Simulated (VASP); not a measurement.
# In (P6_3/mmc) in VASP: further runs

In is run at these levels: r2SCAN; tasks: single point.

Everything below comes from runs of VASP 6.6.1. Logs are shortened: lines on timing, memory, paths and dates and some standing lists are left out, and cuts for length are marked.

## Step 1: The cell of the first run

Symmetry: P6_3/mmc, No. 194, hexagonal system. The conventional cell has a = 3.313 Å, b = 3.313 Å, c = 5.472 Å, α = 90.00°, β = 90.00°, γ = 120.00°. Within 4.4 Å of In (site symmetry -6m2) lie 12 In at 3.31 to 3.34 Å.

## Step 2: Single point, r2SCAN

POSCAR reads:

```
In
1.0
    3.3130983036      0.0000000000      0.0000000000
   -1.6565491518      2.8692272962      0.0000000000
    0.0000000000      0.0000000000      5.4721676924
In
2
Direct
    0.6666666667      0.3333333333      0.7500000000
    0.3333333333      0.6666666667      0.2500000000
```

INCAR.step1 reads:

```
PREC = Accurate
ENCUT = 520
ISMEAR = -1
SIGMA = 0.05
LREAL = False
LASPH = True
NELM = 60
NBANDS = 20
GGA = PE
ALGO = Normal
EDIFF = 1E-4
LWAVE = True
LCHARG = False
```

INCAR.step2 reads:

```
PREC = Accurate
ENCUT = 520
EDIFF = 1E-7
ISMEAR = -1
SIGMA = 0.05
LREAL = False
LASPH = True
NELM = 60
ALGO = Normal
ISIF = 2
LWAVE = False
LCHARG = True
METAGGA = R2SCAN
LMIXTAU = True
LELF = True
LVHAR = True
NBANDS = 20
ISTART = 1
```

KPOINTS reads:

```
regular mesh
0
Gamma
  9 9 5
```

Potentials or basis: VASP PAW PBE potentials, release 64 (In_d).

The run is started by

```console
> cat potpaw_PBE.64/In_d/POTCAR > POTCAR
> cp INCAR.step1 INCAR
> mpirun -np 1 vasp_std > vasp.out
> cp INCAR.step2 INCAR
> mpirun -np 1 vasp_std > vasp.out
```

OUTCAR:

```text
PREC = Accurate
   ENCUT = 520
   EDIFF = 1E-7
   ISMEAR = -1
   LREAL = False
   LASPH = True
   NELM = 60
   ISIF = 2
   METAGGA = R2SCAN
   ISTART = 1

 ion  position               nearest neighbor table
   1  0.667  0.333  0.750-   2 3.34   2 3.34   2 3.34   2 3.34   2 3.34   2 3.34
   2  0.333  0.667  0.250-   1 3.34   1 3.34   1 3.34   1 3.34   1 3.34   1 3.34

  LATTYP: Found a hexagonal cell.
 ALAT       =     3.3130983036
 C/A-ratio  =     1.6516768266

  Lattice vectors:

 A1 = (   3.3130983036,   0.0000000000,   0.0000000000)
 A2 = (  -1.6565491518,   2.8692272962,   0.0000000000)
 A3 = (   0.0000000000,   0.0000000000,   5.4721676924)

Analysis of symmetry for initial positions (statically):
=====================================================================
 Subroutine PRICEL returns:
 Original cell was already a primitive cell.

 Routine SETGRP: Setting up the symmetry group for a
 hexagonal supercell.

 Subroutine GETGRP returns: Found 24 space group operations
 (whereof 12 operations were pure point group operations)
 out of a pool of 24 trial point group operations.

The static configuration has the point symmetry D_3d.
 The point group associated with its full space group is D_6h.

Analysis of symmetry for dynamics (positions and initial velocities):
=====================================================================
 Subroutine PRICEL returns:
 Original cell was already a primitive cell.

 Routine SETGRP: Setting up the symmetry group for a
 hexagonal supercell.

 Subroutine GETGRP returns: Found 24 space group operations
 (whereof 12 operations were pure point group operations)
 out of a pool of 24 trial point group operations.

The dynamic configuration has the point symmetry D_3d.
 The point group associated with its full space group is D_6h.

 Subroutine INISYM returns: Found 24 space group operations
 (whereof 12 operations are pure point group operations),
 and found     1 'primitive' translations

----------------------------------------------------------------------------------------

                                     Primitive cell

  volume of cell :      52.0186

  direct lattice vectors                    reciprocal lattice vectors
     3.313098304  0.000000000  0.000000000     0.301832276  0.174262946  0.000000000
    -1.656549152  2.869227296  0.000000000     0.000000000  0.348525891  0.000000000
     0.000000000  0.000000000  5.472167692     0.000000000  0.000000000  0.182742938

  length of vectors
     3.313098304  3.313098304  5.472167692     0.348525891  0.348525891  0.182742938

  position of ions in fractional coordinates (direct lattice)
     0.666666667  0.333333333  0.750000000
     0.333333333  0.666666667  0.250000000

  ion indices of the primitive-cell ions
   primitive index   ion index
                 1           1
                 2           2

----------------------------------------------------------------------------------------

 KPOINTS: regular mesh

Automatic generation of k-mesh.
 Grid dimensions read from file:
 generate k-points for:    9    9    5

 Generating k-lattice:

  Cartesian coordinates                     Fractional coordinates (reciprocal lattice)
     0.033536920  0.019362550  0.000000000     0.111111111 -0.000000000  0.000000000
     0.000000000  0.038725099  0.000000000     0.000000000  0.111111111  0.000000000
     0.000000000  0.000000000  0.036548588     0.000000000  0.000000000  0.200000000

  Length of vectors
     0.038725099  0.038725099  0.036548588

  Shift w.r.t. Gamma in fractional coordinates (k-lattice)
     0.000000000  0.000000000  0.000000000

 Subroutine IBZKPT returns following result:
 ===========================================

 Found     36 irreducible k-points:

 Following reciprocal coordinates:
            Coordinates               Weight
  0.000000  0.000000  0.000000      1.000000
  0.111111 -0.000000  0.000000      6.000000
  0.222222  0.000000  0.000000      6.000000
  0.333333  0.000000  0.000000      6.000000
  0.444444  0.000000  0.000000      6.000000
  0.111111  0.111111  0.000000      6.000000
[... 16 lines left out ...]
  0.333333  0.222222  0.200000     24.000000
  0.333333  0.333333  0.200000      4.000000
 [... further k-points ...]
   k-points           NKPTS =     36   k-points in BZ     NKDIM =     36   number of bands    NBANDS=     20
   number of dos      NEDOS =    301   number of ions     NIONS =      2
   total plane-waves  NPLWV =  32928
   dimension x,y,z NGX =    28 NGY =   28 NGZ =   42
   dimension x,y,z NGXF=    56 NGYF=   56 NGZF=   84
   ions per type =               2
   NGX,Y,Z   is equivalent  to a cutoff of  14.05, 14.05, 12.76 a.u.
   NGXF,Y,Z  is equivalent  to a cutoff of  28.10, 28.10, 25.52 a.u.
 SYSTEM =  unknown system
   PREC   = accura    normal or accurate (medium, high low for compatibility)
   ISTART =      1    job   : 0-new  1-cont  2-samecut
   ICHARG =      0    charge: 1-file 2-atom 10-const
   ISPIN  =      1    spin polarized calculation?
   LNONCOLLINEAR =      F non collinear calculations
   LSORBIT =      F    spin-orbit coupling
   LASPH  =      T    aspherical Exc in radial PAW
   ENCUT  =  520.0 eV  38.22 Ry    6.18 a.u.   6.16  6.16 10.17*2*pi/ulx,y,z
   NELM   =     60;   NELMIN=  2; NELMDL=  0     # of ELM steps
   EDIFF  = 0.1E-06   stopping-criterion for ELM
   LREAL  =      F    real-space projection
   EDIFFG = 0.1E-05   stopping-criterion for IOM
   NSW    =      0    number of steps for IOM
   IBRION =     -1    ionic relax: 0-MD 1-quasi-New 2-CG
   NFREE  =      0    steps in history (QN), initial steepest desc. (CG)
   ISIF   =      2    stress and relaxation
   ISYM   =      2    0-nonsym 1-usesym 2-fastsym
   POTIM  = 0.5000    time-step for ionic-motion
   TEBEG  =    0.0;   TEEND  =   0.0 temperature during run
   PSTRESS=    0.0 pullay stress
   NELECT =      26.0000    total number of electrons
   NUPDOWN=      -1.0000    fix difference up-down
   EMIN   =  10.00;   EMAX   =-10.00  energy-range for DOS
   EFERMI =   0.00;   METHOD = LEGACY
   ISMEAR =    -1;   SIGMA  =   0.05  broadening in eV -4-tet -1-fermi 0-gaus
   EFERMI_NEDOS =   21; number of points for ismear=-14 and -15
   IALGO  =     38    algorithm
   IMIX   =      4    mixing-type and parameters
     AMIX     =   0.40;   BMIX     =  1.00
     AMIX_MAG =   1.60;   BMIX_MAG =  1.00
  volume/ion in A,a.u.               =      26.01       175.52
  Fermi-wavevector in a.u.,A,eV,Ry     =   1.299211  2.455153 22.965947  1.687949
  Thomas-Fermi vector in A             =   2.430490
   LORBIT       =      0    0 simple, 1 ext, 2 COOP (PROOUT), +10 PAW based schemes
   METAGGA = R2SCAN    functional components
   LHFCALC =     F    Hartree Fock is set to
   AEXX    =    0.0000 exact exchange contribution
   IVDW    =     0    specifies the selected vdW correction
   LEPSILON=     F    determine dielectric tensor
   LRPA    =     F    only Hartree local field effects (RPA)
 non-spin polarized calculation
  energy-cutoff  :      520.00
  volume of cell :       52.02
 maximum number of plane-waves:      1418
 NGX is ok and might be reduce to    28
   NGX = 13   NGY = 13   NGZ = 21

 number of electron      26.0000001 magnetization

 Free energy of the ion-electron system (eV)
  ---------------------------------------------------
  ext. energy  EPLUGINS =         0.00000000
  ---------------------------------------------------
  free energy    TOTEN  =       -45.10003099 eV

  energy without entropy =      -45.08864941  energy(sigma->0) =      -45.09434020

 E-fermi :   7.6314     XC(G=0): -11.1171

 val. band max:        7.6053794603   @ k =   0.3333   0.2222   0.2000
 cond. band min:       7.6975965778   @ k =   0.4444   0.0000   0.2000
 fundamental gap:      0.0922171175
 Fermi energy:         7.6314122779

 k-point     1 :       0.0000    0.0000    0.0000
  band No.  band energies     occupation
      1      -7.7651      2.00000
      2      -7.6943      2.00000
      3      -7.6644      2.00000
      4      -7.6644      2.00000
      5      -7.6344      2.00000
      6      -7.6344      2.00000
[... 12 lines left out ...]
     19      19.1874      0.00000
     20      19.6531      0.00000

 k-point     2 :       0.1111   -0.0000    0.0000
  band No.  band energies     occupation
      1      -7.7537      2.00000
      2      -7.7009      2.00000
      3      -7.6461      2.00000
      4      -7.6265      2.00000
      5      -7.6251      2.00000
      6      -7.5985      2.00000
[... 12 lines left out ...]
     19      19.1927      0.00000
     20      20.3525      0.00000

 k-point     3 :       0.2222    0.0000    0.0000
  band No.  band energies     occupation
      1      -7.7972      2.00000
      2      -7.6777      2.00000
      3      -7.6366      2.00000
      4      -7.6337      2.00000
      5      -7.6030      2.00000
      6      -7.5409      2.00000
[... 12 lines left out ...]
     19      18.3685      0.00000
     20      19.8724      0.00000

 k-point     4 :       0.3333    0.0000    0.0000
  band No.  band energies     occupation
      1      -7.8594      2.00000
      2      -7.7165      2.00000
      3      -7.7078      2.00000
      4      -7.6384      2.00000
      5      -7.5662      2.00000
      6      -7.5106      2.00000
[... 12 lines left out ...]
     19      17.2234      0.00000
     20      19.0966      0.00000

 k-point     5 :       0.4444    0.0000    0.0000
  band No.  band energies     occupation
      1      -7.8996      2.00000
      2      -7.7719      2.00000
      3      -7.7328      2.00000
      4      -7.6601      2.00000
      5      -7.5426      2.00000
      6      -7.5222      2.00000
[... 12 lines left out ...]
     19      16.5757      0.00000
     20      18.5918      0.00000
[... 353 lines left out ...]
      6      -7.4669      2.00000
[... 12 lines left out ...]
     19      17.8259      0.00000
     20      17.8840      0.00000

 k-point    22 :       0.2222    0.2222    0.2000
  band No.  band energies     occupation
      1      -7.7584      2.00000
      2      -7.7183      2.00000
      3      -7.6857      2.00000
      4      -7.6762      2.00000
      5      -7.5808      2.00000
      6      -7.5177      2.00000
[... 12 lines left out ...]
     19      16.8734      0.00000
     20      19.8190      0.00000

 k-point    23 :       0.3333    0.2222    0.2000
  band No.  band energies     occupation
      1      -7.7738      2.00000
      2      -7.7384      2.00000
      3      -7.6797      2.00000
      4      -7.6349      2.00000
      5      -7.5981      2.00000
      6      -7.4949      2.00000
[... 12 lines left out ...]
     19      15.9684      0.00000
     20      21.1130      0.00000

 k-point    24 :       0.3333    0.3333    0.2000
  band No.  band energies     occupation
      1      -7.7686      2.00000
      2      -7.6895      2.00000
      3      -7.6895      2.00000
      4      -7.5598      2.00000
      5      -7.5598      2.00000
      6      -7.5576      2.00000
[... 12 lines left out ...]
     19      14.7656      0.00000
     20      22.8505      0.00000

 [... further k-points ...]
[... 5 lines left out ...]
  --------------------------------------------------------------------------------------
  -------------------------------------------------------------------------------------
  Total        0.2902656      0.2902656      0.0412137      0.0000000     -0.0000000      0.0000000
  in kB        8.9402039      8.9402039      1.2693861      0.0000000     -0.0000000      0.0000000
  external PRESSURE =       6.3832646 kB  Pullay stress =       0.0000000 kB

 VOLUME and BASIS-vectors are now :
 -----------------------------------------------------------------------------
  energy-cutoff  :      520.00
  volume of cell :       52.02
      direct lattice vectors                 reciprocal lattice vectors
     3.313098304  0.000000000  0.000000000     0.301832276  0.174262946  0.000000000
    -1.656549152  2.869227296  0.000000000     0.000000000  0.348525891  0.000000000
     0.000000000  0.000000000  5.472167692     0.000000000  0.000000000  0.182742938

 POSITION                                       TOTAL-FORCE (eV/Angst)
 -----------------------------------------------------------------------------------
      1.65655      0.95641      4.10413        -0.000000      0.000000      0.000000
     -0.00000      1.91282      1.36804         0.000000     -0.000000      0.000000
 -----------------------------------------------------------------------------------
    total drift:                               -0.000000      0.000000     -0.000000

  FREE ENERGIE OF THE ION-ELECTRON SYSTEM (eV)
  ---------------------------------------------------
  free  energy   TOTEN  =       -45.1000309876 eV

  energy  without entropy=      -45.0886494073  energy(sigma->0) =      -45.09434020
```

It took 2.6 min on 1 thread of Intel Xeon Platinum 8488C (Sapphire Rapids), shared host; peak memory 0.19 GiB.

Results:

```yaml
Free_energy: -45.1000 eV
Pressure: 0.6 GPa
Band_gap_on_the_k_mesh: zero (band 13 reaches 9.89 eV, above the bottom of band 14 at 5.54 eV)
```

Stress tensor (GPa, compression positive):
```
0.89 0.00 0.00
0.00 0.89 0.00
0.00 0.00 0.13
```

Caveat: the PAW data sets were made with another functional, which shifts forces and pressure a little; spin-orbit coupling is left out, which moves the levels of the heavy elements.

## Step 3: Single point, r2SCAN

This run uses another cell than the first one, of 26.54 Å³/atom, 1.020 times its volume.

POSCAR reads:

```
In
1.0
    3.3354847820      0.0000000000      0.0000000000
   -1.6677423910      2.8886145552      0.0000000000
    0.0000000000      0.0000000000      5.5091429200
In
2
Direct
    0.6666666667      0.3333333333      0.7500000000
    0.3333333333      0.6666666667      0.2500000000
```

INCAR.step1 reads:

```
SYSTEM = In
ALGO = Normal
EDIFF = 1E-4
ENCUT = 520
GGA = PE
ISMEAR = -1
LASPH = .True.
LCHARG = .False.
LREAL = .False.
LWAVE = .True.
NBANDS = 20
NELM = 80
PREC = Accurate
SIGMA = 0.05
```

INCAR.step2 reads:

```
SYSTEM = In
ALGO = Normal
EDIFF = 1E-7
ENCUT = 520
ISIF = 2
ISMEAR = -1
ISTART = 1
LASPH = .True.
LCHARG = .False.
LMIXTAU = .True.
LREAL = .False.
LWAVE = .False.
METAGGA = R2SCAN
NBANDS = 20
NELM = 80
PREC = Accurate
SIGMA = 0.05
```

KPOINTS reads:

```
k-points
0
Gamma
  9 9 5
  0 0 0
```

Potentials or basis: VASP PAW PBE potentials, release 64 (In_d).

The run is started by

```console
> cat potpaw_PBE.64/In_d/POTCAR > POTCAR
> cp INCAR.step1 INCAR
> mpirun -np 1 vasp_std > vasp.out
> cp INCAR.step2 INCAR
> mpirun -np 1 vasp_std > vasp.out
```

OUTCAR:

```text
SYSTEM = In
   EDIFF = 1E-7
   ENCUT = 520
   ISIF = 2
   ISMEAR = -1
   ISTART = 1
   LASPH = .True.
   LREAL = .False.
   METAGGA = R2SCAN
   NELM = 80
   PREC = Accurate

 ion  position               nearest neighbor table
   1  0.667  0.333  0.750-   2 3.36   2 3.36   2 3.36   2 3.36   2 3.36   2 3.36
   2  0.333  0.667  0.250-   1 3.36   1 3.36   1 3.36   1 3.36   1 3.36   1 3.36

  LATTYP: Found a hexagonal cell.
 ALAT       =     3.3354847820
 C/A-ratio  =     1.6516768266

  Lattice vectors:

 A1 = (   3.3354847820,   0.0000000000,   0.0000000000)
[... 192 lines left out ...]
      5      -7.8454      2.00000
      6      -7.8454      2.00000
[... 541 lines left out ...]
     19      14.4956      0.00000
     20      22.4279      0.00000

 [... further k-points ...]
[... 5 lines left out ...]
  --------------------------------------------------------------------------------------
  -------------------------------------------------------------------------------------
  Total       -0.0159383     -0.0159383     -0.1942172      0.0000000     -0.0000000      0.0000000
  in kB       -0.4810840     -0.4810840     -5.8622688      0.0000000     -0.0000000      0.0000000
  external PRESSURE =      -2.2748123 kB  Pullay stress =       0.0000000 kB

 VOLUME and BASIS-vectors are now :
 -----------------------------------------------------------------------------
  energy-cutoff  :      520.00
  volume of cell :       53.08
      direct lattice vectors                 reciprocal lattice vectors
     3.335484782  0.000000000  0.000000000     0.299806495  0.173093360  0.000000000
    -1.667742391  2.888614555  0.000000000     0.000000000  0.346186721  0.000000000
     0.000000000  0.000000000  5.509142920     0.000000000  0.000000000  0.181516438

 POSITION                                       TOTAL-FORCE (eV/Angst)
 -----------------------------------------------------------------------------------
      1.66774      0.96287      4.13186         0.000000      0.000000      0.000000
     -0.00000      1.92574      1.37729        -0.000000      0.000000      0.000000
 -----------------------------------------------------------------------------------
    total drift:                                0.000000     -0.000000      0.000000

  FREE ENERGIE OF THE ION-ELECTRON SYSTEM (eV)
  ---------------------------------------------------
  free  energy   TOTEN  =       -45.1019311385 eV

  energy  without entropy=      -45.0898971647  energy(sigma->0) =      -45.09591415
```

Wall time 2.6 min (1 thread of Intel Xeon Platinum 8488C (Sapphire Rapids), shared host); peak memory 0.19 GiB.

Results:

```
Free energy            : -45.1019 eV
Pressure               : -0.2 GPa
Band gap on the k mesh : zero (band 13 reaches 9.61 eV, above the bottom of band 14 at 5.35 eV)
```

Levels at points of the mesh, in eV from the Fermi level:
| k point | band 10 | band 11 | band 12 | band 13 | band 14 | band 15 | band 16 | band 17 |
| --- | --- | --- | --- | --- | --- | --- | --- | --- |
| (0.00, 0.00, 0.00) | -14.98 | -10.01 | -4.68 | -3.64 | 8.78 | 8.78 | 10.67 | 10.67 |

Caveat: the PAW data sets were made with another functional, which shifts forces and pressure a little; spin-orbit coupling is left out, which moves the levels of the heavy elements.
